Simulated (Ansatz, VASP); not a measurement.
# NaI: VASP beside Ansatz

```xyz
2
Lattice="0.0000 3.2297 3.2297 3.2297 0.0000 3.2297 3.2297 3.2297 0.0000" Properties=species:S:1:pos:R:3 pbc="T T T"
Na    0.0000    0.0000    0.0000
I     3.2297    3.2297    3.2297
```

Alike in both runs: task single point; functional HSE06; k mesh 4 × 4 × 4; no spin polarisation.

|  | VASP | Ansatz |
| --- | --- | --- |
| version | VASP 6.6.1 | Ansatz 0.2.0 |
| potentials or method | VASP PAW PBE potentials, release 64 (Na_pv, I) | plane waves, PAW |
| plane-wave cutoff (eV) | 520 | 420 |
| occupations | gaussian, width 0.01 eV | fixed |
| valence electrons in the cell | 14 | 26 |

|  | VASP | Ansatz | Ansatz less VASP |
| --- | --- | --- | --- |
| gap on the k mesh at the Fermi level (eV) | 4.67 | 4.69 | +0.023 |
| pressure (GPa) | 0.3 | 0.3 | -0.01 |

VASP's potentials hold 14 valence electrons a cell and Ansatz's 26, so a difference there can come from the potentials and not from the codes. Ansatz's warnings: stress exchange threshold loose, stress scf threshold loose.

The k mesh is coarse, so the values compare programs but aren't converged. Spin-orbit coupling is off throughout.
